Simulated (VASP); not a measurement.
Runs of VASP 6.6.1 on InSb. The structure is that of space group I-4m2 (No. 119), or close to it. The cells are those of the table. 

| cell | gap on the mesh (eV) | pressure (GPa) |
| --- | --- | --- |
| a = 4.599, b = 4.599, c = 4.692 Å, angles 59.3, 59.3, 61.3°, 2 atoms | - | 1.6 |
| a = 4.786, b = 4.786, c = 4.879 Å, angles 59.4, 59.4, 61.3°, 2 atoms | - | -2.4 |
| a = 4.707, b = 4.707, c = 4.316 Å, angles 62.7, 62.7, 54.6°, 2 atoms | none | (a) |
| a = 4.883, b = 4.883, c = 4.692 Å, angles 61.3, 61.3, 57.4°, 2 atoms | none | -2.4 |
| a = 4.606, b = 4.606, c = 4.316 Å, angles 62.1, 62.1, 55.9°, 2 atoms | none | 6.1 |
| a = 4.794, b = 4.794, c = 5.067 Å, angles 58.1, 58.1, 63.8°, 2 atoms | - | -3.2 |
| a = 4.508, b = 4.508, c = 4.692 Å, angles 58.6, 58.6, 62.7°, 2 atoms | - | (b) |

Alike in all rows: task single point; level PBE; potentials or basis VASP PAW PBE potentials, release 64 (In_d, Sb); no spin polarisation; k mesh 16 × 16 × 16; cutoff (eV) 520; smearing gaussian 0.15 eV.

Problem. Estimate the missing entries.

Solution. (a) 3.8; (b) 3.6.

Caveats: spin-orbit coupling is left out, which moves the levels of the heavy elements.

A k mesh can miss the band edges, and the runs leave out spin-orbit coupling on In, Sb.

A gap of «none» marks levels without a gap at the run's occupations.
